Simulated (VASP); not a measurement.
# BiRu (F-43m) in VASP: notebook, part 2 of 2

VASP 6.6.1.

### Step 5. Single point, r2SCAN (28.73 Å³/atom)

This run uses another cell than the first one, of 28.73 Å³/atom.

Contents of POSCAR:

```
BiRu
1.0
    0.0000000000      3.0628714472      3.0628714472
    3.0628714472      0.0000000000      3.0628714472
    3.0628714472      3.0628714472      0.0000000000
Ru Bi
1 1
Direct
    0.0000000000      0.0000000000      0.0000000000
    0.2500000000      0.2500000000      0.2500000000
```

Contents of INCAR.step1:

```
PREC = Accurate
ENCUT = 520
ISMEAR = 0
SIGMA = 0.05
LREAL = False
LASPH = True
NELM = 60
NBANDS = 22
GGA = PE
ALGO = Normal
EDIFF = 1E-4
LWAVE = True
LCHARG = False
```

Contents of INCAR.step2:

```
PREC = Accurate
ENCUT = 520
EDIFF = 1E-7
ISMEAR = 0
SIGMA = 0.05
LREAL = False
LASPH = True
NELM = 60
ALGO = Normal
ISIF = 2
LWAVE = False
LCHARG = False
METAGGA = R2SCAN
LMIXTAU = True
NBANDS = 22
ISTART = 1
```

Contents of KPOINTS:

```
regular mesh
0
Gamma
  10 10 10
```

Potentials or basis: VASP PAW PBE potentials, release 64 (Ru_pv, Bi_d).

Command:

```sh
$ cat potpaw_PBE.64/Ru_pv/POTCAR potpaw_PBE.64/Bi_d/POTCAR > POTCAR
$ cp INCAR.step1 INCAR
$ mpirun -np 1 vasp_std > vasp.out
$ cp INCAR.step2 INCAR
$ mpirun -np 1 vasp_std > vasp.out
```

OUTCAR:

```text
PREC = Accurate
   ENCUT = 520
   EDIFF = 1E-7
   ISMEAR = 0
   LREAL = False
   LASPH = True
   NELM = 60
   ISIF = 2
   METAGGA = R2SCAN
   ISTART = 1

 ion  position               nearest neighbor table
   1  0.000  0.000  0.000-   2 2.65   2 2.65   2 2.65   2 2.65
   2  0.250  0.250  0.250-   1 2.65   1 2.65   1 2.65   1 2.65

  LATTYP: Found a face centered cubic cell.
 ALAT       =     6.1257428944

  Lattice vectors:

 A1 = (   0.0000000000,   3.0628714472,   3.0628714472)
 A2 = (   3.0628714472,   0.0000000000,   3.0628714472)
 A3 = (   3.0628714472,   3.0628714472,   0.0000000000)

Analysis of symmetry for initial positions (statically):
=====================================================================
 Subroutine PRICEL returns:
 Original cell was already a primitive cell.

 Routine SETGRP: Setting up the symmetry group for a
 face centered cubic supercell.

 Subroutine GETGRP returns: Found 24 space group operations
 (whereof 24 operations were pure point group operations)
 out of a pool of 48 trial point group operations.

The static configuration has the point symmetry T_d .

[... 156 lines left out ...]
  free energy    TOTEN  =       -82.11111554 eV

  energy without entropy =      -82.11005632  energy(sigma->0) =      -82.11058593

 E-fermi :   5.6048     XC(G=0): -10.5833

 val. band max:        5.5702679799   @ k =  -0.3000   0.4000   0.1000
 cond. band min:       5.6906521899   @ k =   0.5000   0.4000   0.1000
 fundamental gap:      0.1203842100
 Fermi energy:         5.6047819337

 k-point     1 :       0.0000    0.0000    0.0000
  band No.  band energies     occupation
      1     -37.4058      2.00000
      2     -37.4058      2.00000
      3     -37.4058      2.00000
      4     -17.3294      2.00000
      5     -17.3294      2.00000
      6     -17.3294      2.00000
[... 589 lines left out ...]
     21      16.4725      0.00000
     22      17.0542      0.00000

 [... further k-points ...]

------------------------ aborting loop because EDIFF is reached ----------------------------------------

  FORCE on cell =-STRESS in cart. coord.  units (eV):
  Direction    XX          YY          ZZ          XY          YZ          ZX
  --------------------------------------------------------------------------------------
  -------------------------------------------------------------------------------------
  Total       -1.0398107     -1.0398107     -1.0398107     -0.0000000     -0.0000000     -0.0000000
  in kB      -28.9900240    -28.9900240    -28.9900240     -0.0000000     -0.0000000     -0.0000000
  external PRESSURE =     -28.9900240 kB  Pullay stress =       0.0000000 kB

 VOLUME and BASIS-vectors are now :
 -----------------------------------------------------------------------------
  energy-cutoff  :      520.00
  volume of cell :       57.47
      direct lattice vectors                 reciprocal lattice vectors
     0.000000000  3.062871447  3.062871447    -0.163245506  0.163245506  0.163245506
     3.062871447  0.000000000  3.062871447     0.163245506 -0.163245506  0.163245506
     3.062871447  3.062871447  0.000000000     0.163245506  0.163245506 -0.163245506

 POSITION                                       TOTAL-FORCE (eV/Angst)
 -----------------------------------------------------------------------------------
      0.00000      0.00000      0.00000        -0.000000     -0.000000     -0.000000
      1.53144      1.53144      1.53144         0.000000      0.000000      0.000000
 -----------------------------------------------------------------------------------
    total drift:                               -0.000000     -0.000000     -0.000000

  FREE ENERGIE OF THE ION-ELECTRON SYSTEM (eV)
  ---------------------------------------------------
  free  energy   TOTEN  =       -82.1111155384 eV

  energy  without entropy=      -82.1100563209  energy(sigma->0) =      -82.11058593
```

OSZICAR.step1:

```text
N       E                     dE             d eps       ncg     rms          rms(c)
DAV:   1     0.306670219631E+03    0.30667E+03   -0.15848E+04  2116   0.147E+03
DAV:   2     0.747367647407E+01   -0.29920E+03   -0.28913E+03  2098   0.442E+02
DAV:   3    -0.108148651216E+02   -0.18289E+02   -0.17976E+02  2496   0.114E+02
DAV:   4    -0.113416025678E+02   -0.52674E+00   -0.52652E+00  2736   0.200E+01
DAV:   5    -0.113551647170E+02   -0.13562E-01   -0.13562E-01  2752   0.315E+00    0.490E+00
DAV:   6    -0.112988694873E+02    0.56295E-01   -0.10381E-01  2458   0.304E+00    0.248E+00
DAV:   7    -0.112872633421E+02    0.11606E-01   -0.12638E-01  2772   0.234E+00    0.143E+00
DAV:   8    -0.112763800587E+02    0.10883E-01   -0.58637E-02  2290   0.163E+00    0.152E-01
DAV:   9    -0.112765837427E+02   -0.20368E-03   -0.32901E-03  2542   0.564E-01    0.409E-02
DAV:  10    -0.112765943547E+02   -0.10612E-04   -0.12962E-04  1812   0.124E-01
   1 F= -.11276594E+02 E0= -.11275865E+02  d E =-.145956E-02
```

Wall time 3.8 min (1 thread of Intel Xeon 8259CL, shared host); peak memory 0.22 GiB.

What came out:

```
Free energy            : -82.1111 eV
Pressure               : -2.9 GPa
Band gap on the k mesh : zero (an odd number of electrons rules out a gap without spin polarisation)
```

Caveat: the PAW data sets were made with another functional, which shifts forces and pressure a little; spin-orbit coupling is left out, which moves the levels of the heavy elements.

### Step 6. Single point, r2SCAN (29.56 Å³/atom)

This run uses another cell than the first one, of 29.56 Å³/atom.

Contents of POSCAR:

```
BiRu
1.0
    0.0000000000      3.0920434072      3.0920434072
    3.0920434072      0.0000000000      3.0920434072
    3.0920434072      3.0920434072      0.0000000000
Ru Bi
1 1
Direct
    0.0000000000      0.0000000000      0.0000000000
    0.2500000000      0.2500000000      0.2500000000
```

Contents of INCAR.step1:

```
ALGO = Normal
EDIFF = 1E-4
ENCUT = 520
GGA = PE
ISMEAR = 0
LASPH = True
LCHARG = False
LREAL = False
LWAVE = True
NBANDS = 22
NELM = 100
PREC = Accurate
SIGMA = 0.05
```

Contents of INCAR.step2:

```
ALGO = Normal
EDIFF = 1E-6
ENCUT = 520
ISIF = 2
ISMEAR = 0
ISTART = 1
LASPH = True
LCHARG = False
LMIXTAU = True
LREAL = False
LWAVE = False
METAGGA = R2SCAN
NBANDS = 22
NELM = 100
PREC = Accurate
SIGMA = 0.05
```

Contents of KPOINTS:

```
k-points
0
Gamma
  10 10 10
```

Potentials or basis: VASP PAW PBE potentials, release 64 (Ru_pv, Bi_d).

Command:

```sh
$ cat potpaw_PBE.64/Ru_pv/POTCAR potpaw_PBE.64/Bi_d/POTCAR > POTCAR
$ cp INCAR.step1 INCAR
$ mpirun -np 1 vasp_std > vasp.out
$ cp INCAR.step2 INCAR
$ mpirun -np 1 vasp_std > vasp.out
```

It took 6.8 min on 1 thread of Intel Xeon 8259CL, shared host; peak memory 0.25 GiB.

The run converged. Its results:

```yaml
Free_energy: -82.0717 eV
Pressure: -4.8 GPa
Band_gap_on_the_k_mesh: zero (an odd number of electrons rules out a gap without spin polarisation)
```

Levels at points of the mesh, in eV from the Fermi level:
| k point | band 12 | band 13 | band 14 | band 15 | band 16 | band 17 |
| --- | --- | --- | --- | --- | --- | --- |
| (0.00, 0.00, 0.00) | -2.70 | -0.85 | -0.85 | 3.47 | 5.02 | 5.02 |
| (0.50, 0.00, 0.00) | -2.44 | -0.75 | -0.75 | -0.41 | 2.97 | 2.97 |
| (0.50, 0.50, 0.00) | -1.70 | -0.87 | -0.74 | -0.15 | 0.61 | 0.61 |

Caveat: the cell stands under tension; the PAW data sets were made with another functional, which shifts forces and pressure a little; spin-orbit coupling is left out, which moves the levels of the heavy elements.

### Step 7. Single point, r2SCAN+U

This run uses another cell than the first one, of 27.63 Å³/atom.

Contents of POSCAR:

```
BiRu
1.0
    0.0000000000      3.0230893931      3.0230893931
    3.0230893931      0.0000000000      3.0230893931
    3.0230893931      3.0230893931      0.0000000000
Ru Bi
1 1
Direct
    0.0000000000      0.0000000000      0.0000000000
    0.2500000000      0.2500000000      0.2500000000
```

Contents of INCAR.step1:

```
  PREC = Accurate
  ENCUT = 520
  ISMEAR = 0
  SIGMA = 0.05
  LREAL = False
  LASPH = True
  NELM = 150
  LMAXMIX = 4
  LDAU = True
  LDAUTYPE = 2
  LDAUL = 2 -1
  LDAUU = 8 0
  LDAUJ = 0 0
  NBANDS = 22
  GGA = PE
  ALGO = Normal
  EDIFF = 1E-4
  LWAVE = True
  LCHARG = False
```

Contents of INCAR.step2:

```
  PREC = Accurate
  ENCUT = 520
  EDIFF = 1E-6
  ISMEAR = 0
  SIGMA = 0.05
  LREAL = False
  LASPH = True
  NELM = 150
  ALGO = Normal
  ISIF = 2
  LWAVE = False
  LCHARG = False
  LMAXMIX = 4
  LDAU = True
  LDAUTYPE = 2
  LDAUL = 2 -1
  LDAUU = 8 0
  LDAUJ = 0 0
  LDAUPRINT = 1
  METAGGA = R2SCAN
  LMIXTAU = True
  NBANDS = 22
  ISTART = 1
```

Contents of KPOINTS:

```
regular mesh
0
Gamma
  10 10 10
```

Potentials or basis: VASP PAW PBE potentials, release 64 (Ru_pv, Bi_d).

Command:

```sh
$ cat potpaw_PBE.64/Ru_pv/POTCAR potpaw_PBE.64/Bi_d/POTCAR > POTCAR
$ cp INCAR.step1 INCAR
$ mpirun -np 1 vasp_std > vasp.out
$ cp INCAR.step2 INCAR
$ mpirun -np 1 vasp_std > vasp.out
```

OUTCAR:

```text
PREC = Accurate
   ENCUT = 520
   EDIFF = 1E-6
   ISMEAR = 0
   LREAL = False
   LASPH = True
   NELM = 150
   ISIF = 2
   METAGGA = R2SCAN
   ISTART = 1

 ion  position               nearest neighbor table
   1  0.000  0.000  0.000-   2 2.62   2 2.62   2 2.62   2 2.62
   2  0.250  0.250  0.250-   1 2.62   1 2.62   1 2.62   1 2.62

  LATTYP: Found a face centered cubic cell.
 ALAT       =     6.0461787862

  Lattice vectors:

 A1 = (   0.0000000000,   3.0230893931,   3.0230893931)
 A2 = (   3.0230893931,   0.0000000000,   3.0230893931)
 A3 = (   3.0230893931,   3.0230893931,   0.0000000000)

Analysis of symmetry for initial positions (statically):
=====================================================================
 Subroutine PRICEL returns:
 Original cell was already a primitive cell.

 Routine SETGRP: Setting up the symmetry group for a
 face centered cubic supercell.

 Subroutine GETGRP returns: Found 24 space group operations
 (whereof 24 operations were pure point group operations)
 out of a pool of 48 trial point group operations.

The static configuration has the point symmetry T_d .

[... 193 lines left out ...]
  free energy    TOTEN  =       -73.46832610 eV

  energy without entropy =      -73.46708096  energy(sigma->0) =      -73.46770353

 E-fermi :   6.1079     XC(G=0): -10.7377

 val. band max:        6.0360604930   @ k =   0.5000   0.4000   0.1000
 cond. band min:       6.1284675558   @ k =   0.5000   0.2000   0.1000
 fundamental gap:      0.0924070628
 Fermi energy:         6.1078681245

 k-point     1 :       0.0000    0.0000    0.0000
  band No.  band energies     occupation
      1     -36.6179      2.00000
      2     -36.6179      2.00000
      3     -36.6179      2.00000
      4     -16.8594      2.00000
      5     -16.8594      2.00000
      6     -16.8594      2.00000
[... 589 lines left out ...]
     21      17.6049      0.00000
     22      17.7476      0.00000

 [... further k-points ...]

------------------------ aborting loop because EDIFF is reached ----------------------------------------

  FORCE on cell =-STRESS in cart. coord.  units (eV):
  Direction    XX          YY          ZZ          XY          YZ          ZX
  --------------------------------------------------------------------------------------
  -------------------------------------------------------------------------------------
  Total        0.7170550      0.7170550      0.7170550      0.0000000      0.0000000      0.0000000
  in kB       20.7912260     20.7912260     20.7912260      0.0000000      0.0000000      0.0000000
  external PRESSURE =      20.7912260 kB  Pullay stress =       0.0000000 kB

 VOLUME and BASIS-vectors are now :
 -----------------------------------------------------------------------------
  energy-cutoff  :      520.00
  volume of cell :       55.26
      direct lattice vectors                 reciprocal lattice vectors
     0.000000000  3.023089393  3.023089393    -0.165393720  0.165393720  0.165393720
     3.023089393  0.000000000  3.023089393     0.165393720 -0.165393720  0.165393720
     3.023089393  3.023089393  0.000000000     0.165393720  0.165393720 -0.165393720

 POSITION                                       TOTAL-FORCE (eV/Angst)
 -----------------------------------------------------------------------------------
      0.00000      0.00000      0.00000         0.000000      0.000000      0.000000
      1.51154      1.51154      1.51154        -0.000000     -0.000000     -0.000000
 -----------------------------------------------------------------------------------
    total drift:                                0.000000      0.000000      0.000000

  FREE ENERGIE OF THE ION-ELECTRON SYSTEM (eV)
  ---------------------------------------------------
  free  energy   TOTEN  =       -73.4683261047 eV

  energy  without entropy=      -73.4670809570  energy(sigma->0) =      -73.46770353
```

OSZICAR.step1:

```text
N       E                     dE             d eps       ncg     rms          rms(c)
DAV:   1     0.313872087140E+03    0.31387E+03   -0.15854E+04  2108   0.149E+03
DAV:   2     0.156884165942E+02   -0.29818E+03   -0.28803E+03  2104   0.439E+02
DAV:   3    -0.171174208584E+01   -0.17400E+02   -0.17173E+02  2496   0.112E+02
DAV:   4    -0.220980840783E+01   -0.49807E+00   -0.49790E+00  2740   0.193E+01
DAV:   5    -0.222194609665E+01   -0.12138E-01   -0.12137E-01  2766   0.303E+00    0.551E+00
DAV:   6    -0.223817805995E+01   -0.16232E-01   -0.12152E+00  2596   0.723E+00    0.510E+00
DAV:   7    -0.225141844021E+01   -0.13240E-01   -0.29290E-01  2212   0.361E+00    0.257E+00
DAV:   8    -0.237883921879E+01   -0.12742E+00   -0.38239E-01  2416   0.280E+00    0.789E-01
DAV:   9    -0.245648262735E+01   -0.77643E-01   -0.15548E-01  2512   0.205E+00    0.614E-01
DAV:  10    -0.251146719077E+01   -0.54985E-01   -0.25724E-01  2464   0.308E+00    0.184E-01
DAV:  11    -0.251224668677E+01   -0.77950E-03   -0.10819E-02  2272   0.781E-01    0.742E-02
DAV:  12    -0.251271479999E+01   -0.46811E-03   -0.12543E-03  2202   0.241E-01    0.338E-02
DAV:  13    -0.251275476162E+01   -0.39962E-04   -0.62829E-04  1758   0.157E-01
   1 F= -.25127548E+01 E0= -.25120972E+01  d E =-.131522E-02
```

Wall time 4 min (1 thread of Intel Xeon 8259CL, shared host); peak memory 0.22 GiB.

What came out:

```yaml
Free_energy: -73.4683 eV
Pressure: 2.1 GPa
Band_gap_on_the_k_mesh: zero (an odd number of electrons rules out a gap without spin polarisation)
```

Eigenvalues of the final occupation matrices:
| site | spin | trace | eigenvalues |
| --- | --- | --- | --- |
| site 1 d | 1 | 3.20 | 0.50 0.50 0.50 0.85 0.85 |
| site 1 d | 2 | 3.20 | 0.50 0.50 0.50 0.85 0.85 |

Caveat: the PAW data sets were made with another functional, which shifts forces and pressure a little; spin-orbit coupling is left out, which moves the levels of the heavy elements; U without spin polarisation on a metal has little footing; the U is typed as a test and isn't derived for this compound.

### Step 8. The runs side by side

```csv
level,U,cell,gap on the mesh (eV),pressure (GPa)
r2SCAN,-,"a = 4.247 Å, angles 60.0°, 2 atoms",none,2.1
r2SCAN,-,"a = 4.275 Å, angles 60.0°, 2 atoms",none,0.2
r2SCAN,-,"a = 4.304 Å, angles 60.0°, 2 atoms",none,-1.4
r2SCAN,-,"a = 4.332 Å, angles 60.0°, 2 atoms",none,-2.9
r2SCAN,-,"a = 4.373 Å, angles 60.0°, 2 atoms",none,-4.8
r2SCAN+U,Ru d U = 8.0 eV,"a = 4.275 Å, angles 60.0°, 2 atoms",none,2.1
```

Alike in all rows: task single point; potentials or basis VASP PAW PBE potentials, release 64 (Ru_pv, Bi_d); no spin polarisation; k mesh 10 × 10 × 10; cutoff (eV) 520; smearing gaussian 0.05 eV.

Caveats: the PAW data sets were made with another functional, which shifts forces and pressure a little; spin-orbit coupling is left out, which moves the levels of the heavy elements; the cell stands under tension (at least some runs); U without spin polarisation on a metal has little footing (at least some runs); the U is typed as a test and isn't derived for this compound (at least some runs).

Total energies depend on the potentials used, so only differences within one code and one set of settings carry meaning.

The gap in the log of VASP goes by the Fermi energy; the results here count the filled bands.